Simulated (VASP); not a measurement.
# In (I4/mmm) in VASP: a series of runs, part 2 of 2

VASP 6.6.1. Earlier steps stand in the parts before.

### 3 Single point, PBEsol+D3(BJ)

This run uses another cell than the first one, of 24.27 Å³/atom, 0.876 times its volume.

INCAR reads:

```
PREC = Accurate
ENCUT = 520
EDIFF = 1E-6
ISMEAR = -1
SIGMA = 0.05
LREAL = F
LASPH = T
NELM = 60
ALGO = Normal
ISIF = 2
LWAVE = F
LCHARG = T
GGA = PS
IVDW = 12
LELF = T
LVHAR = T
NBANDS = 12
```

KPOINTS reads:

```
Automatic mesh
0
Gamma
  11 11 11
```

POSCAR reads:

```
In
1.0
   -1.6024617287      1.6024617287      2.3627872648
    1.6024617287     -1.6024617287      2.3627872648
    1.6024617287      1.6024617287     -2.3627872648
In
1
Direct
    0.0000000000      0.0000000000      0.0000000000
```

Potentials or basis: VASP PAW PBE potentials, release 64 (In_d).

Command:

```
$ cat potpaw_PBE.64/In_d/POTCAR > POTCAR
$ mpirun -np 1 vasp_std > vasp.out
```

OUTCAR:

```text
PREC = Accurate
   ENCUT = 520
   EDIFF = 1E-6
   ISMEAR = -1
   LREAL = F
   LASPH = T
   NELM = 60
   ISIF = 2
   GGA = PS
   IVDW = 12
 IVDW          = 12

 ion  position               nearest neighbor table
   1  0.000  0.000  0.000-

  LATTYP: Found a body centered tetragonal cell.
 ALAT       =     3.2049234574
 C/A-ratio  =     1.4744734445

  Lattice vectors:

 A1 = (  -1.6024617287,   1.6024617287,   2.3627872648)
 A2 = (   1.6024617287,  -1.6024617287,   2.3627872648)
 A3 = (   1.6024617287,   1.6024617287,  -2.3627872648)

Analysis of symmetry for initial positions (statically):
=====================================================================
 Subroutine PRICEL returns:
 Original cell was already a primitive cell.

 Routine SETGRP: Setting up the symmetry group for a
 body centered tetragonal supercell.

 Subroutine GETGRP returns: Found 16 space group operations
 (whereof 16 operations were pure point group operations)
 out of a pool of 16 trial point group operations.

The static configuration has the point symmetry D_4h.

Analysis of symmetry for dynamics (positions and initial velocities):
=====================================================================
 Subroutine PRICEL returns:
 Original cell was already a primitive cell.

 Routine SETGRP: Setting up the symmetry group for a
 body centered tetragonal supercell.

 Subroutine GETGRP returns: Found 16 space group operations
 (whereof 16 operations were pure point group operations)
 out of a pool of 16 trial point group operations.

The dynamic configuration has the point symmetry D_4h.

 Subroutine INISYM returns: Found 16 space group operations
 (whereof 16 operations are pure point group operations),
 and found     1 'primitive' translations

----------------------------------------------------------------------------------------

                                     Primitive cell

  volume of cell :      24.2695

  direct lattice vectors                    reciprocal lattice vectors
    -1.602461729  1.602461729  2.362787265     0.000000000  0.312019932  0.211614481
     1.602461729 -1.602461729  2.362787265     0.312019932  0.000000000  0.211614481
     1.602461729  1.602461729 -2.362787265     0.312019932  0.312019932  0.000000000

  length of vectors
     3.273916743  3.273916743  3.273916743     0.377010778  0.377010778  0.441262820

  position of ions in fractional coordinates (direct lattice)
     0.000000000  0.000000000  0.000000000

  ion indices of the primitive-cell ions
   primitive index   ion index
                 1           1

----------------------------------------------------------------------------------------

 KPOINTS: Automatic mesh

Automatic generation of k-mesh.
 Grid dimensions read from file:
 generate k-points for:   11   11   11

 Generating k-lattice:

  Cartesian coordinates                     Fractional coordinates (reciprocal lattice)
     0.000000000  0.028365448  0.019237680     0.090909091 -0.000000000  0.000000000
     0.028365448  0.000000000  0.019237680    -0.000000000  0.090909091  0.000000000
     0.028365448  0.028365448  0.000000000     0.000000000  0.000000000  0.090909091

  Length of vectors
     0.034273707  0.034273707  0.040114802

  Shift w.r.t. Gamma in fractional coordinates (k-lattice)
     0.000000000  0.000000000  0.000000000

 Subroutine IBZKPT returns following result:
 ===========================================

 Found    126 irreducible k-points:

 Following reciprocal coordinates:
            Coordinates               Weight
  0.000000  0.000000  0.000000      1.000000
  0.090909 -0.000000  0.000000      8.000000
  0.181818 -0.000000  0.000000      8.000000
  0.272727 -0.000000  0.000000      8.000000
  0.363636  0.000000  0.000000      8.000000
  0.454545 -0.000000  0.000000      8.000000
[... 16 lines left out ...]
 -0.272727  0.181818 -0.000000     16.000000
 -0.181818  0.181818  0.000000      4.000000
 [... further k-points ...]
   k-points           NKPTS =    126   k-points in BZ     NKDIM =    126   number of bands    NBANDS=     12
   number of dos      NEDOS =    301   number of ions     NIONS =      1
   total plane-waves  NPLWV =  13824
   dimension x,y,z NGX =    24 NGY =   24 NGZ =   24
   dimension x,y,z NGXF=    48 NGYF=   48 NGZF=   48
   ions per type =               1
   NGX,Y,Z   is equivalent  to a cutoff of  12.19, 12.19, 12.19 a.u.
   NGXF,Y,Z  is equivalent  to a cutoff of  24.37, 24.37, 24.37 a.u.
 SYSTEM =  unknown system
   PREC   = accura    normal or accurate (medium, high low for compatibility)
   ISTART =      0    job   : 0-new  1-cont  2-samecut
   ICHARG =      2    charge: 1-file 2-atom 10-const
   ISPIN  =      1    spin polarized calculation?
   LNONCOLLINEAR =      F non collinear calculations
   LSORBIT =      F    spin-orbit coupling
   LASPH  =      T    aspherical Exc in radial PAW
   ENCUT  =  520.0 eV  38.22 Ry    6.18 a.u.   6.09  6.09  6.09*2*pi/ulx,y,z
   NELM   =     60;   NELMIN=  2; NELMDL= -5     # of ELM steps
   EDIFF  = 0.1E-05   stopping-criterion for ELM
   LREAL  =      F    real-space projection
   EDIFFG = 0.1E-04   stopping-criterion for IOM
   NSW    =      0    number of steps for IOM
   IBRION =     -1    ionic relax: 0-MD 1-quasi-New 2-CG
   NFREE  =      0    steps in history (QN), initial steepest desc. (CG)
   ISIF   =      2    stress and relaxation
   ISYM   =      2    0-nonsym 1-usesym 2-fastsym
   POTIM  = 0.5000    time-step for ionic-motion
   TEBEG  =    0.0;   TEEND  =   0.0 temperature during run
   PSTRESS=    0.0 pullay stress
   NELECT =      13.0000    total number of electrons
   NUPDOWN=      -1.0000    fix difference up-down
   EMIN   =  10.00;   EMAX   =-10.00  energy-range for DOS
   EFERMI =   0.00;   METHOD = LEGACY
   ISMEAR =    -1;   SIGMA  =   0.05  broadening in eV -4-tet -1-fermi 0-gaus
   EFERMI_NEDOS =   21; number of points for ismear=-14 and -15
   IALGO  =     38    algorithm
   IMIX   =      4    mixing-type and parameters
     AMIX     =   0.40;   BMIX     =  1.00
     AMIX_MAG =   1.60;   BMIX_MAG =  1.00
  volume/ion in A,a.u.               =      24.27       163.78
  Fermi-wavevector in a.u.,A,eV,Ry     =   1.329544  2.512473 24.050836  1.767687
  Thomas-Fermi vector in A             =   2.458698
   LORBIT       =      0    0 simple, 1 ext, 2 COOP (PROOUT), +10 PAW based schemes
   GGA     = PS    functional components
   LHFCALC =     F    Hartree Fock is set to
   AEXX    =    0.0000 exact exchange contribution
   IVDW    =    12    specifies the selected vdW correction
   LEPSILON=     F    determine dielectric tensor
   LRPA    =     F    only Hartree local field effects (RPA)
 non-spin polarized calculation
  energy-cutoff  :      520.00
  volume of cell :       24.27
 maximum number of plane-waves:       665
   NGX = 13   NGY = 13   NGZ = 13

 number of electron      12.9999997 magnetization

 Free energy of the ion-electron system (eV)
  ---------------------------------------------------
  ext. energy  EPLUGINS =         0.00000000
  ---------------------------------------------------
  free energy    TOTEN  =        -2.97558000 eV

  energy without entropy =       -2.97142569  energy(sigma->0) =       -2.97350284

 E-fermi :   8.2570     XC(G=0): -10.7684

 val. band max:        8.2440463775   @ k =  -0.1818   0.3636   0.0909
 cond. band min:       8.2806036473   @ k =  -0.4545  -0.4545   0.1818
 fundamental gap:      0.0365572697
 Fermi energy:         8.2569568128

 k-point     1 :       0.0000    0.0000    0.0000
  band No.  band energies     occupation
      1      -6.4424      2.00000
      2      -6.3714      2.00000
      3      -6.3714      2.00000
      4      -6.2187      2.00000
      5      -6.1479      2.00000
      6      -1.8656      2.00000
      7      19.4456      0.00000
      8      19.4456      0.00000
      9      19.5621      0.00000
     10      19.9336      0.00000
     11      22.8671      0.00000
     12      22.9107      0.00000
[... 331 lines left out ...]
 k-point    24 :      -0.1818    0.1818    0.0000
  band No.  band energies     occupation
      1      -6.4566      2.00000
      2      -6.2983      2.00000
      3      -6.2645      2.00000
      4      -6.2622      2.00000
      5      -6.1430      2.00000
      6      -0.8026      2.00000
      7      15.9250      0.00000
      8      16.0545      0.00000
      9      17.0259      0.00000
     10      17.8753      0.00000
     11      19.7985      0.00000
     12      26.1724      0.00000

 [... further k-points ...]

------------------------ aborting loop because EDIFF is reached ----------------------------------------

 Edisp (eV)   -0.38735

 E8    (eV) :    -0.2805

  FORCE on cell =-STRESS in cart. coord.  units (eV):
  Direction    XX          YY          ZZ          XY          YZ          ZX
  --------------------------------------------------------------------------------------
  -------------------------------------------------------------------------------------
  Total      -0.00146    -0.00146    -0.00515     0.00000     0.00000     0.00000
  in kB      -0.09657    -0.09657    -0.34007     0.00000     0.00000     0.00000
  external pressure =       -0.18 kB  Pullay stress =        0.00 kB

 VOLUME and BASIS-vectors are now :
 -----------------------------------------------------------------------------
  energy-cutoff  :      520.00
  volume of cell :       24.27
      direct lattice vectors                 reciprocal lattice vectors
    -1.602461729  1.602461729  2.362787265     0.000000000  0.312019932  0.211614481
     1.602461729 -1.602461729  2.362787265     0.312019932  0.000000000  0.211614481
     1.602461729  1.602461729 -2.362787265     0.312019932  0.312019932  0.000000000

 POSITION                                       TOTAL-FORCE (eV/Angst)
 -----------------------------------------------------------------------------------
      0.00000      0.00000      0.00000        -0.000000      0.000000      0.000000
 -----------------------------------------------------------------------------------
    total drift:                                0.000000      0.000000      0.000000

  FREE ENERGIE OF THE ION-ELECTRON SYSTEM (eV)
  ---------------------------------------------------
  free  energy   TOTEN  =        -3.3629275894 eV

  energy  without entropy=       -3.3587732704  energy(sigma->0) =       -3.36085043
```

OSZICAR:

```text
N       E                     dE             d eps       ncg     rms          rms(c)
DAV:   1     0.777535244872E+02    0.77754E+02   -0.62493E+03  3060   0.139E+03
DAV:   2     0.602103783508E+00   -0.77151E+02   -0.74897E+02  3156   0.291E+02
DAV:   3    -0.294511986865E+01   -0.35472E+01   -0.35327E+01  3608   0.638E+01
DAV:   4    -0.302239239884E+01   -0.77273E-01   -0.77247E-01  3768   0.920E+00
DAV:   5    -0.302602371123E+01   -0.36313E-02   -0.36311E-02  4196   0.181E+00    0.269E+00
DAV:   6    -0.298446191494E+01    0.41562E-01   -0.65124E-02  3892   0.545E+00    0.128E+00
DAV:   7    -0.297637484560E+01    0.80871E-02   -0.17201E-02  4244   0.259E+00    0.315E-01
DAV:   8    -0.297557719966E+01    0.79765E-03   -0.97411E-04  3940   0.540E-01    0.227E-02
DAV:   9    -0.297557920717E+01   -0.20075E-05   -0.12232E-05  4360   0.468E-02    0.153E-02
DAV:  10    -0.297558000431E+01   -0.79713E-06   -0.78102E-07  2388   0.130E-02
   1 F= -.33629276E+01 E0= -.33608504E+01  d E =-.415432E-02
```

It took 28 s on 1 thread of Intel Xeon Platinum 8259CL at 2.50GHz (Skylake/Cascade Lake), shared host; peak memory 0.17 GiB.

What came out:

```
Free energy                : -3.3629 eV
Pressure                   : 0.0 GPa
Dispersion energy per atom : -0.387 eV
```

Caveat: the PAW data sets were made with another functional, which shifts forces and pressure a little; spin-orbit coupling is left out, which moves the levels of the heavy elements; pairwise dispersion overbinds metals, which lowers pressure and volume.

### 4 Single point, BLYP

This run uses another cell than the first one, of 26.14 Å³/atom, 0.943 times its volume.

INCAR reads:

```
AGGAC = 1.0
AGGAX = 1.0
ALDAC = 0.0
ALDAX = 1.0
ALGO = Fast
EDIFF = 1E-6
ENCUT = 520
GGA = B5
ISIF = 2
ISMEAR = -1
LASPH = T
LCHARG = F
LREAL = F
LWAVE = F
NBANDS = 12
NELM = 60
PREC = Accurate
SIGMA = 0.05
```

KPOINTS reads:

```
k-points
0
Gamma
  11 11 11
```

POSCAR reads:

```
In
1.0
   -1.6254700000      1.6254700000      2.4737000000
    1.6254700000     -1.6254700000      2.4737000000
    1.6254700000      1.6254700000     -2.4737000000
In
1
Direct
    0.0000000000      0.0000000000      0.0000000000
```

Command:

```
$ cat potpaw_PBE.64/In_d/POTCAR > POTCAR
$ mpirun -np 1 vasp_std > vasp.out
```

Run time: 73 s. Hardware: 1 thread of Intel Xeon Platinum 8259CL at 2.50GHz (Skylake/Cascade Lake), shared host; peak memory 0.17 GiB.

The run converged. Its results:

```yaml
Free_energy: -1.7821 eV
Pressure: 6.3 GPa
```

Stress tensor (GPa, compression positive):
```
6.28 0.00 0.00
0.00 6.28 0.00
0.00 0.00 6.39
```

Levels at points of the mesh, in eV from the Fermi level:
| k point | band 4 | band 5 | band 6 | band 7 | band 8 | band 9 |
| --- | --- | --- | --- | --- | --- | --- |
| (0.00, 0.00, 0.00) | -14.63 | -14.53 | -9.59 | 10.30 | 10.30 | 10.46 |

Caveat: the PAW data sets were made with another functional, which shifts forces and pressure a little; spin-orbit coupling is left out, which moves the levels of the heavy elements.

### 5 Single point, PBE

This run uses another cell than the first one, of 26.14 Å³/atom, 0.943 times its volume.

INCAR reads:

```
SYSTEM = In
PREC = Accurate
ENCUT = 520
EDIFF = 1E-7
ISMEAR = 0
SIGMA = 0.012
LREAL = .False.
LASPH = .True.
NELM = 60
ALGO = Normal
ISIF = 2
LWAVE = .False.
LCHARG = .False.
GGA = PE
NBANDS = 12
```

KPOINTS reads:

```
Automatic mesh
0
Gamma
  11 11 11
  0 0 0
```

POSCAR is that of step 4.

Potentials or basis: VASP PAW PBE potentials, release 64 (In_d).

Command:

```
$ cat potpaw_PBE.64/In_d/POTCAR > POTCAR
$ mpirun -np 1 vasp_std > vasp.out
```

OUTCAR:

```text
SYSTEM = In
   PREC = Accurate
   ENCUT = 520
   EDIFF = 1E-7
   ISMEAR = 0
   LREAL = .False.
   LASPH = .True.
   NELM = 60
   ISIF = 2
   GGA = PE

 ion  position               nearest neighbor table
   1  0.000  0.000  0.000-

  LATTYP: Found a body centered tetragonal cell.
 ALAT       =     3.2509400000
 C/A-ratio  =     1.5218367611

  Lattice vectors:

 A1 = (  -1.6254700000,   1.6254700000,   2.4737000000)
 A2 = (   1.6254700000,  -1.6254700000,   2.4737000000)
 A3 = (   1.6254700000,   1.6254700000,  -2.4737000000)
[... 531 lines left out ...]
      4      -6.9921      2.00000
      5      -6.9083      2.00000
      6      -0.9973      2.00000
      7      14.7026      0.00000
      8      14.9536      0.00000
      9      15.6322      0.00000
     10      16.8606      0.00000
     11      19.0485      0.00000
     12      24.0114      0.00000

 [... further k-points ...]
[... 5 lines left out ...]
  --------------------------------------------------------------------------------------
  -------------------------------------------------------------------------------------
  Total        0.3579078      0.3579078      0.2494861      0.0000000     -0.0000000      0.0000000
  in kB       21.9339459     21.9339459     15.2894540      0.0000000     -0.0000000      0.0000000
  external PRESSURE =      19.7191153 kB  Pullay stress =       0.0000000 kB

 VOLUME and BASIS-vectors are now :
 -----------------------------------------------------------------------------
  energy-cutoff  :      520.00
  volume of cell :       26.14
      direct lattice vectors                 reciprocal lattice vectors
    -1.625470000  1.625470000  2.473700000     0.000000000  0.307603339  0.202126369
     1.625470000 -1.625470000  2.473700000     0.307603339  0.000000000  0.202126369
     1.625470000  1.625470000 -2.473700000     0.307603339  0.307603339  0.000000000

 POSITION                                       TOTAL-FORCE (eV/Angst)
 -----------------------------------------------------------------------------------
      0.00000      0.00000      0.00000        -0.000000      0.000000      0.000000
 -----------------------------------------------------------------------------------
    total drift:                               -0.000000     -0.000000     -0.000000

  FREE ENERGIE OF THE ION-ELECTRON SYSTEM (eV)
  ---------------------------------------------------
  free  energy   TOTEN  =        -2.5493915712 eV

  energy  without entropy=       -2.5493781639  energy(sigma->0) =       -2.54938487
```

OSZICAR:

```text
N       E                     dE             d eps       ncg     rms          rms(c)
DAV:   1     0.783726922355E+02    0.78373E+02   -0.62593E+03  3064   0.137E+03
DAV:   2     0.117995614598E+01   -0.77193E+02   -0.75166E+02  3188   0.294E+02
DAV:   3    -0.248787622782E+01   -0.36678E+01   -0.36573E+01  3584   0.645E+01
DAV:   4    -0.257298748598E+01   -0.85111E-01   -0.85084E-01  3832   0.971E+00
DAV:   5    -0.257695594555E+01   -0.39685E-02   -0.39683E-02  4236   0.188E+00    0.231E+00
DAV:   6    -0.255407921505E+01    0.22877E-01   -0.36624E-02  3876   0.391E+00    0.115E+00
DAV:   7    -0.254965088585E+01    0.44283E-02   -0.11547E-02  3956   0.203E+00    0.258E-01
DAV:   8    -0.254938442430E+01    0.26646E-03   -0.92049E-04  4232   0.503E-01    0.339E-02
DAV:   9    -0.254939078084E+01   -0.63565E-05   -0.12685E-05  4212   0.489E-02    0.151E-02
DAV:  10    -0.254939158399E+01   -0.80315E-06   -0.12822E-06  3492   0.117E-02    0.167E-03
DAV:  11    -0.254939157123E+01    0.12760E-07   -0.37372E-08  2696   0.188E-03
   1 F= -.25493916E+01 E0= -.25493849E+01  d E =-.134074E-04
```

stdout:

```text
POSCAR found type information on POSCAR In
 POSCAR found :  1 types and       1 ions
 scaLAPACK will be used
 LDA part: xc-table for (Slater+PW92), standard interpolation
 POSCAR, INCAR and KPOINTS ok, starting setup
 FFT: planning ... GRIDC
 FFT: planning ... GRID_SOFT
 FFT: planning ... GRID
 WAVECAR not read
 entering main loop
```

It took 46 s on 1 thread of Intel Xeon Platinum 8259CL at 2.50GHz (Skylake/Cascade Lake), shared host; peak memory 0.18 GiB.

Results:

| Quantity | Value |
| --- | --- |
| Free energy | -2.5494 eV |
| Pressure | 2.0 GPa |

Caveat: spin-orbit coupling is left out, which moves the levels of the heavy elements.

### 6 Overview

| level | cell | smearing | gap on the mesh (eV) | pressure (GPa) |
| --- | --- | --- | --- | --- |
| PBE | a = 3.443 Å, angles 122.5, 122.5, 85.8°, 1 atom | fermi-dirac 0.05 eV | none | -0.3 |
| PBEsol+D3(BJ) | a = 3.274 Å, angles 121.4, 121.4, 87.6°, 1 atom | fermi-dirac 0.05 eV | none | 0.0 |
| BLYP | a = 3.377 Å, angles 122.5, 122.5, 85.8°, 1 atom | fermi-dirac 0.05 eV | none | 6.3 |
| PBE | a = 3.377 Å, angles 122.5, 122.5, 85.8°, 1 atom | gaussian 0.012 eV | none | 2.0 |

Alike in all rows: task single point; potentials or basis VASP PAW PBE potentials, release 64 (In_d); no spin polarisation; k mesh 11 × 11 × 11; cutoff (eV) 520.

Caveats: spin-orbit coupling is left out, which moves the levels of the heavy elements; the PAW data sets were made with another functional, which shifts forces and pressure a little (some runs); pairwise dispersion overbinds metals, which lowers pressure and volume (some runs).

Absolute energies hang on the potentials; compare differences alone.
